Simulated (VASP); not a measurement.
CaO: vibrations by perturbation theory with PBEsol

CaO:

```
Ca O
1.0
     2.30275    2.30275    0.00000
    -2.30275    2.30275    0.00000
     0.00000    2.30275    2.30275
Ca O
1 1
Cartesian
  0.0000 0.0000 0.0000
  0.0000 2.3027 0.0000
```

```
Program                : VASP 6.6.1
Task                   : vibrations by perturbation theory
Functional             : PBEsol
Potentials or basis    : VASP PAW PBE potentials, release 64 (Ca_sv, O)
Cutoff                 : 520 eV
k mesh                 : 8 × 8 × 8
Occupations            : gaussian, width 0.01 eV
Spin                   : no spin polarisation
Dipole correction      : no
Further INCAR settings : ALGO = Normal; EDIFF = 1e-08; IBRION = 8; NSW = 1
```

| Property | Result |
| --- | --- |
| Highest phonon frequency at Γ, LO-TO splitting left out | 354 cm⁻¹ |

Phonon frequencies in cm⁻¹ (negative: imaginary):
| q point | frequencies |
| --- | --- |
| (0.000, 0.000, 0.000) | -1 -1 -1 354 354 354 |

Wall time 30 s on 1 thread of Intel(R) Xeon(R) 6975P-C (Granite Rapids) (shared host), peak memory 0.18 GiB.

Caveat: the cell stands under pressure or tension, which shifts response properties.
